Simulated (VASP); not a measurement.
# Pb (C2/c) in VASP: a series of runs

Pb is run at these levels: PBEsol; tasks: single point.

Program: VASP 6.6.1. These are calculated values, not measurements. Logs are shortened: lines on timing, memory, paths and dates and some standing lists are left out, and cuts for length are marked.

## (1) The cell of the first run

Symmetry: C2/c, No. 15, monoclinic system. Conventional cell: a = 3.389 Å, b = 8.817 Å, c = 4.755 Å, α = 90.00°, β = 108.42°, γ = 90.00°. Pb (site symmetry 2) has 10 Pb at 3.26 to 4.13 Å within 4.3 Å.

## (2) Single point, PBEsol (volume scaled by 1.08)

Input file INCAR:

```
PREC = Accurate ; ENCUT = 520
EDIFF = 1E-6 ; ISMEAR = -1
SIGMA = 0.1 ; LREAL = False
LASPH = True ; NELM = 80
ALGO = Normal ; ISIF = 2
LWAVE = False ; LCHARG = False
GGA = PS ; NBANDS = 21
```

Input file KPOINTS:

```
regular mesh
0
Gamma
  12 12 8
```

Input file POSCAR:

```
Pb
1.0
   -3.1430763256      3.0915141391      1.6939977390
    3.0915141391     -3.1430763256      1.6939977390
    3.2178261436      3.2178261436     -1.7884339781
Pb
2
Direct
    0.9976815058      0.0023184942      0.0000000000
    0.7523184942      0.2476815058      0.5000000000
```

Potentials or basis: VASP PAW PBE potentials, release 64 (Pb_d).

Command:

```console
$ cat potpaw_PBE.64/Pb_d/POTCAR > POTCAR
$ mpirun -np 1 vasp_std > vasp.out
```

OUTCAR:

```text
PREC = Accurate
   ENCUT = 520
   EDIFF = 1E-6
   ISMEAR = -1
   LREAL = False
   LASPH = True
   NELM = 80
   ISIF = 2
   GGA = PS

 ion  position               nearest neighbor table
   1  0.998  0.002  0.000-   2 3.26   2 3.26   2 3.27   2 3.27   2 3.97   2 3.97   2 4.13   2 4.13

   2  0.752  0.248  0.500-   1 3.26   1 3.26   1 3.27   1 3.27   1 3.97   1 3.97   1 4.13   1 4.13

  Warning from LATTYP: Got some problem with cell dimensions!
  Tried to take original basis but could not verify dimensions!
  LATTYP: Found a base centered monoclinic cell.
 ALAT       =     3.3887801164
 B/A-ratio  =     2.6018337243
 C/A-ratio  =     1.4031295953
 COS(beta)  =    -0.3160610981

  Lattice vectors:

 A1 = (   3.1430763256,  -3.0915141391,  -1.6939977390)
 A2 = (  -3.0915141391,   3.1430763256,  -1.6939977390)
 A3 = (   3.1662639571,   3.1662639571,   1.5995614999)

Analysis of symmetry for initial positions (statically):
=====================================================================
 Subroutine PRICEL returns:
 Original cell was already a primitive cell.

 Routine SETGRP: Setting up the symmetry group for a
 base centered monoclinic supercell.

 Subroutine GETGRP returns: Found  4 space group operations
 (whereof  2 operations were pure point group operations)
 out of a pool of  4 trial point group operations.

The static configuration has the point symmetry C_2 .
 The point group associated with its full space group is C_2h.

Analysis of symmetry for dynamics (positions and initial velocities):
=====================================================================
 Subroutine PRICEL returns:
 Original cell was already a primitive cell.

 Routine SETGRP: Setting up the symmetry group for a
 base centered monoclinic supercell.

 Subroutine GETGRP returns: Found  4 space group operations
 (whereof  2 operations were pure point group operations)
 out of a pool of  4 trial point group operations.

The dynamic configuration has the point symmetry C_2 .
 The point group associated with its full space group is C_2h.

 Subroutine INISYM returns: Found  4 space group operations
 (whereof  2 operations are pure point group operations),
 and found     1 'primitive' translations

----------------------------------------------------------------------------------------

                                     Primitive cell

  volume of cell :      67.3945

  direct lattice vectors                    reciprocal lattice vectors
    -3.143076326  3.091514139  1.693997739     0.002525345  0.162920805  0.297677719
     3.091514139 -3.143076326  1.693997739     0.162920805  0.002525345  0.297677719
     3.217826144  3.217826144 -1.788433978     0.156709953  0.156709953  0.004769964

  length of vectors
     4.722924602  4.722924602  4.889509819     0.339354667  0.339354667  0.221672667

  position of ions in fractional coordinates (direct lattice)
     0.997681506  0.002318494  0.000000000
     0.752318494  0.247681506  0.500000000

  ion indices of the primitive-cell ions
   primitive index   ion index
                 1           1
                 2           2

----------------------------------------------------------------------------------------

 KPOINTS: regular mesh

Automatic generation of k-mesh.
 Grid dimensions read from file:
 generate k-points for:   12   12    8

 Generating k-lattice:

  Cartesian coordinates                     Fractional coordinates (reciprocal lattice)
     0.000210445  0.013576734  0.024806477     0.083333333  0.000000000  0.000000000
     0.013576734  0.000210445  0.024806477     0.000000000  0.083333333  0.000000000
     0.019588744  0.019588744  0.000596245     0.000000000  0.000000000  0.125000000

  Length of vectors
     0.028279556  0.028279556  0.027709083

  Shift w.r.t. Gamma in fractional coordinates (k-lattice)
     0.000000000  0.000000000  0.000000000

 Subroutine IBZKPT returns following result:
 ===========================================

 Found    320 irreducible k-points:

 Following reciprocal coordinates:
            Coordinates               Weight
  0.000000  0.000000  0.000000      1.000000
  0.083333  0.000000 -0.000000      4.000000
  0.166667 -0.000000  0.000000      4.000000
  0.250000  0.000000 -0.000000      4.000000
  0.333333  0.000000  0.000000      4.000000
  0.416667 -0.000000  0.000000      4.000000
[... 16 lines left out ...]
  0.500000  0.166667  0.000000      4.000000
 -0.416667  0.166667 -0.000000      4.000000
 [... further k-points ...]
   k-points           NKPTS =    320   k-points in BZ     NKDIM =    320   number of bands    NBANDS=     21
   number of dos      NEDOS =    301   number of ions     NIONS =      2
   total plane-waves  NPLWV =  46656
   dimension x,y,z NGX =    36 NGY =   36 NGZ =   36
   dimension x,y,z NGXF=    72 NGYF=   72 NGZF=   72
   ions per type =               2
   NGX,Y,Z   is equivalent  to a cutoff of  12.67, 12.67, 12.24 a.u.
   NGXF,Y,Z  is equivalent  to a cutoff of  25.34, 25.34, 24.48 a.u.
 SYSTEM =  unknown system
   PREC   = accura    normal or accurate (medium, high low for compatibility)
   ISTART =      0    job   : 0-new  1-cont  2-samecut
   ICHARG =      2    charge: 1-file 2-atom 10-const
   ISPIN  =      1    spin polarized calculation?
   LNONCOLLINEAR =      F non collinear calculations
   LSORBIT =      F    spin-orbit coupling
   LASPH  =      T    aspherical Exc in radial PAW
   ENCUT  =  520.0 eV  38.22 Ry    6.18 a.u.   8.78  8.78  9.09*2*pi/ulx,y,z
   NELM   =     80;   NELMIN=  2; NELMDL= -5     # of ELM steps
   EDIFF  = 0.1E-05   stopping-criterion for ELM
   LREAL  =      F    real-space projection
   EDIFFG = 0.1E-04   stopping-criterion for IOM
   NSW    =      0    number of steps for IOM
   IBRION =     -1    ionic relax: 0-MD 1-quasi-New 2-CG
   NFREE  =      0    steps in history (QN), initial steepest desc. (CG)
   ISIF   =      2    stress and relaxation
   ISYM   =      2    0-nonsym 1-usesym 2-fastsym
   POTIM  = 0.5000    time-step for ionic-motion
   TEBEG  =    0.0;   TEEND  =   0.0 temperature during run
   PSTRESS=    0.0 pullay stress
   NELECT =      28.0000    total number of electrons
   NUPDOWN=      -1.0000    fix difference up-down
   EMIN   =  10.00;   EMAX   =-10.00  energy-range for DOS
   EFERMI =   0.00;   METHOD = LEGACY
   ISMEAR =    -1;   SIGMA  =   0.10  broadening in eV -4-tet -1-fermi 0-gaus
   EFERMI_NEDOS =   21; number of points for ismear=-14 and -15
   IALGO  =     38    algorithm
   IMIX   =      4    mixing-type and parameters
     AMIX     =   0.40;   BMIX     =  1.00
     AMIX_MAG =   1.60;   BMIX_MAG =  1.00
  volume/ion in A,a.u.               =      33.70       227.40
  Fermi-wavevector in a.u.,A,eV,Ry     =   1.221573  2.308438 20.303168  1.492241
  Thomas-Fermi vector in A             =   2.356751
   LORBIT       =      0    0 simple, 1 ext, 2 COOP (PROOUT), +10 PAW based schemes
   GGA     = PS    functional components
   LHFCALC =     F    Hartree Fock is set to
   AEXX    =    0.0000 exact exchange contribution
   IVDW    =     0    specifies the selected vdW correction
   LEPSILON=     F    determine dielectric tensor
   LRPA    =     F    only Hartree local field effects (RPA)
 non-spin polarized calculation
  energy-cutoff  :      520.00
  volume of cell :       67.39
 maximum number of plane-waves:      1837
   NGX = 17   NGY = 17   NGZ = 19

 number of electron      28.0000004 magnetization

 Free energy of the ion-electron system (eV)
  ---------------------------------------------------
  ext. energy  EPLUGINS =         0.00000000
  ---------------------------------------------------
  free energy    TOTEN  =        -7.69004632 eV

  energy without entropy =       -7.64260167  energy(sigma->0) =       -7.66632399

 E-fermi :   5.7431     XC(G=0):  -9.7871

 val. band max:        5.7392586415   @ k =   0.0000   0.0000   0.3750
 cond. band min:       5.7445836908   @ k =  -0.4167   0.0833   0.0000
 fundamental gap:      0.0053250493
 Fermi energy:         5.7430635550

 k-point     1 :       0.0000    0.0000    0.0000
  band No.  band energies     occupation
      1     -11.2574      2.00000
      2     -11.1601      2.00000
      3     -11.1091      2.00000
      4     -11.1040      2.00000
      5     -10.8851      2.00000
      6     -10.8845      2.00000
[... 13 lines left out ...]
     20      14.2363      0.00000
     21      15.7160      0.00000

 k-point     2 :       0.0833    0.0000   -0.0000
  band No.  band energies     occupation
      1     -11.2520      2.00000
      2     -11.1411      2.00000
      3     -11.1016      2.00000
      4     -11.0800      2.00000
      5     -10.9010      2.00000
      6     -10.8997      2.00000
[... 13 lines left out ...]
     20      14.6473      0.00000
     21      15.0125      0.00000

 k-point     3 :       0.1667   -0.0000    0.0000
  band No.  band energies     occupation
      1     -11.2351      2.00000
      2     -11.0925      2.00000
      3     -11.0824      2.00000
      4     -11.0217      2.00000
      5     -10.9318      2.00000
      6     -10.9194      2.00000
[... 13 lines left out ...]
     20      13.5244      0.00000
     21      13.9374      0.00000

 k-point     4 :       0.2500    0.0000   -0.0000
  band No.  band energies     occupation
      1     -11.2106      2.00000
      2     -11.0568      2.00000
      3     -11.0460      2.00000
      4     -10.9855      2.00000
      5     -10.9681      2.00000
      6     -10.9088      2.00000
[... 13 lines left out ...]
     20      12.6476      0.00000
     21      13.8288      0.00000

 k-point     5 :       0.3333    0.0000    0.0000
  band No.  band energies     occupation
      1     -11.1869      2.00000
      2     -11.0415      2.00000
      3     -11.0331      2.00000
      4     -11.0073      2.00000
      5     -10.9885      2.00000
      6     -10.9314      2.00000
[... 13 lines left out ...]
     20      12.4529      0.00000
     21      14.4297      0.00000

 k-point     6 :       0.4167   -0.0000    0.0000
  band No.  band energies     occupation
      1     -11.1691      2.00000
      2     -11.0547      2.00000
      3     -11.0512      2.00000
      4     -11.0202      2.00000
      5     -10.9768      2.00000
      6     -10.9492      2.00000
[... 13 lines left out ...]
     20      13.8549      0.00000
     21      15.2118      0.00000

 k-point     7 :       0.5000    0.0000   -0.0000
  band No.  band energies     occupation
      1     -11.1605      2.00000
      2     -11.0730      2.00000
      3     -11.0589      2.00000
      4     -11.0173      2.00000
      5     -10.9677      2.00000
      6     -10.9556      2.00000
[... 13 lines left out ...]
     20      15.0870      0.00000
     21      15.0948      0.00000
[... 291 lines left out ...]
      1     -11.1874      2.00000
      2     -11.0656      2.00000
      3     -11.0208      2.00000
      4     -10.9965      2.00000
      5     -10.9735      2.00000
      6     -10.9677      2.00000
[... 13 lines left out ...]
     20      12.9012      0.00000
     21      13.5191      0.00000

 k-point    21 :       0.3333    0.1667    0.0000
  band No.  band energies     occupation
      1     -11.1744      2.00000
      2     -11.0760      2.00000
      3     -11.0339      2.00000
      4     -11.0006      2.00000
      5     -10.9772      2.00000
      6     -10.9514      2.00000
[... 13 lines left out ...]
     20      13.9238      0.00000
     21      14.5811      0.00000

 k-point    22 :       0.4167    0.1667    0.0000
  band No.  band energies     occupation
      1     -11.1595      2.00000
      2     -11.0756      2.00000
      3     -11.0489      2.00000
      4     -10.9934      2.00000
      5     -10.9736      2.00000
      6     -10.9366      2.00000
[... 13 lines left out ...]
     20      14.1991      0.00000
     21      14.2835      0.00000

 k-point    23 :       0.5000    0.1667    0.0000
  band No.  band energies     occupation
      1     -11.1553      2.00000
      2     -11.0604      2.00000
      3     -11.0442      2.00000
      4     -11.0004      2.00000
      5     -10.9646      2.00000
      6     -10.9333      2.00000
[... 13 lines left out ...]
     20      13.5541      0.00000
     21      14.5728      0.00000

 k-point    24 :      -0.4167    0.1667   -0.0000
  band No.  band energies     occupation
      1     -11.1674      2.00000
      2     -11.0616      2.00000
      3     -11.0354      2.00000
      4     -11.0147      2.00000
      5     -10.9591      2.00000
      6     -10.9209      2.00000
[... 13 lines left out ...]
     20      13.5122      0.00000
     21      14.0839      0.00000

 [... further k-points ...]

------------------------ aborting loop because EDIFF is reached ----------------------------------------

  FORCE on cell =-STRESS in cart. coord.  units (eV):
  Direction    XX          YY          ZZ          XY          YZ          ZX
  --------------------------------------------------------------------------------------
  -------------------------------------------------------------------------------------
  Total       -1.1771458     -1.1771458     -1.2197510     -0.0422156      0.0076802      0.0076803
  in kB      -27.9844422    -27.9844422    -28.9973010     -1.0035964      0.1825834      0.1825839
  external PRESSURE =     -28.3220618 kB  Pullay stress =       0.0000000 kB

 VOLUME and BASIS-vectors are now :
 -----------------------------------------------------------------------------
  energy-cutoff  :      520.00
  volume of cell :       67.39
      direct lattice vectors                 reciprocal lattice vectors
    -3.143076326  3.091514139  1.693997739     0.002525345  0.162920805  0.297677719
     3.091514139 -3.143076326  1.693997739     0.162920805  0.002525345  0.297677719
     3.217826144  3.217826144 -1.788433978     0.156709953  0.156709953  0.004769964

 POSITION                                       TOTAL-FORCE (eV/Angst)
 -----------------------------------------------------------------------------------
     -3.12862      3.07706      1.69400         0.018133     -0.018133      0.000000
      0.01003      3.15623      0.79978        -0.018133      0.018133     -0.000000
 -----------------------------------------------------------------------------------
    total drift:                               -0.000000      0.000000     -0.000000

  FREE ENERGIE OF THE ION-ELECTRON SYSTEM (eV)
  ---------------------------------------------------
  free  energy   TOTEN  =        -7.6900463206 eV

  energy  without entropy=       -7.6426016656  energy(sigma->0) =       -7.66632399
```

Run time: 3.2 min. Hardware: 1 thread of AMD EPYC 9R45 (Zen 5), shared host; peak memory 0.44 GiB.

Results:

```
Free energy            : -7.6900 eV
Pressure               : -2.8 GPa
Largest force          : 0.026 eV/Å
Band gap on the k mesh : zero (band 14 reaches 6.95 eV, above the bottom of band 15 at 3.88 eV)
```

Forces in eV/Å, atoms in the order of the input:
```
Pb   0.018 -0.018  0.000
Pb  -0.018  0.018  0.000
```

Stress tensor (GPa, compression positive):
```
-2.80 -0.10  0.02
-0.10 -2.80  0.02
 0.02  0.02 -2.90
```

Caveat: the PAW data sets were made with another functional, which shifts forces and pressure a little; spin-orbit coupling is left out, which moves the levels of the heavy elements.

[end of part 1 of 2]
